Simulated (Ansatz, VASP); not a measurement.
W in VASP and in Ansatz

```
W
1.0
    -1.59730    1.59730    1.51744
     1.59730   -1.59730    1.51744
     1.59730    1.59730   -1.51744
W
1
Cartesian
  0.0000 0.0000 0.0000
```

Change from the starting cell: strain +0.000 along x and y, -0.050 along z, atoms carried along.

Alike in both runs: task single point; functional PBE; k mesh 20 × 20 × 20; occupations gaussian, width 0.15 eV; no spin polarisation.

|  | VASP | Ansatz |
| --- | --- | --- |
| version | VASP 6.6.1 | Ansatz 0.2.0 |
| potentials or method | VASP PAW PBE potentials, release 64 (W_sv), cutoff 500 eV | scalar-relativistic, plane waves, PAW |
| valence electrons in the cell | 14 | 14 |

```tsv
	VASP	Ansatz	Ansatz less VASP
gap on the k mesh at the Fermi level (eV)	none	none	-
pressure (GPa)	14.7	14.0	-0.67
traceless stress, the component that is largest in VASP (GPa)	12.82	12.83	+0.001
```

A gap of «none» marks a metal or a gap that the smearing closes. With one functional, cell and mesh, what is left measures potentials, basis and numerics.

Spin-orbit coupling is off throughout.
